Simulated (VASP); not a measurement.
A run of VASP 6.6.1 is set up as follows.

Contents of INCAR:

```
ALGO = Normal
EDIFF = 1E-8
ENCUT = 520
GGA = PE
ISIF = 2
ISMEAR = -1
LASPH = True
LCHARG = False
LEFG = True
LREAL = False
LWAVE = False
NBANDS = 16
NELM = 80
PREC = Accurate
SIGMA = 0.03
```

The input KPOINTS:

```
k-points
0
Gamma
  12 12 6
```

POSCAR

```
K
1.0
    4.6224717254      0.0000000000      0.0000000000
   -2.3112358627      4.0031779425      0.0000000000
    0.0000000000      0.0000000000      8.0101460313
K
2
Direct
    0.3333333333      0.6666666667      0.2500000000
    0.6666666667      0.3333333333      0.7500000000
```

Potentials or basis: VASP PAW PBE potentials, release 64 (K_sv).

The run is started by

```sh
$ cat potpaw_PBE.64/K_sv/POTCAR > POTCAR
$ mpirun -np 1 vasp_std > vasp.out
```

Estimate the band gap on the k mesh.

zero (bands 9 and 10 overlap by 2.74 eV).

Estimate the pressure.

0.0 GPa.

Electric field gradients, principal values (V/Å²):
| atom | least | middle | greatest (by size) |
| --- | --- | --- | --- |
| 1 K | 0.431 | 0.432 | -0.863 |
| 2 K | 0.431 | 0.432 | -0.863 |

Caveat: without QUAD_EFG the Cq values of the log hold for a quadrupole moment of 1 mb, not for the nuclei.
